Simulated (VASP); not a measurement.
A run of VASP 6.6.1:

Contents of POSCAR:

```
Ru
1.0
    2.6530659503      0.0000000000      0.0000000000
   -1.3265329752      2.2976225109      0.0000000000
    0.0000000000      0.0000000000      4.2017698789
Ru
2
Direct
    0.6666666667      0.3333333333      0.7500000000
    0.3333333333      0.6666666667      0.2500000000
```

File INCAR.step1:

```
ALGO = Normal ; EDIFF = 1E-5
ENCUT = 620 ; GGA = PE
GGA_COMPAT = F ; ISMEAR = -1
LASPH = T ; LCHARG = F
LREAL = F ; LWAVE = T
NBANDS = 23 ; NELM = 120
PREC = Accurate ; SIGMA = 0.05
```

The input INCAR.step2:

```
ALGO = Normal ; EDIFF = 1E-6
ENCUT = 620 ; GGA_COMPAT = F
ISIF = 2 ; ISMEAR = -1
ISTART = 1 ; LASPH = T
LCHARG = T ; LELF = T
LMIXTAU = T ; LREAL = F
LVHAR = T ; LWAVE = F
METAGGA = R2SCAN ; NBANDS = 23
NELM = 120 ; PREC = Accurate
SIGMA = 0.05
```

KPOINTS

```
k-points
0
Gamma
  11 11 6
```

Potentials or basis: VASP PAW PBE potentials, release 64 (Ru_sv).

Run with:

```bash
$ cat potpaw_PBE.64/Ru_sv/POTCAR > POTCAR
$ cp INCAR.step1 INCAR
$ mpirun -np 1 vasp_std > vasp.out
$ cp INCAR.step2 INCAR
$ mpirun -np 1 vasp_std > vasp.out
```

Hardware: 1 thread of AMD EPYC 9R45 96-Core Processor (Zen 5) (shared host).

Problem. Estimate the wall time of this run.

Solution. Run time: 2 min on 1 thread of AMD EPYC 9R45 96-Core Processor (Zen 5) (shared host), peak memory 0.15 GiB. Counts: k points 64.
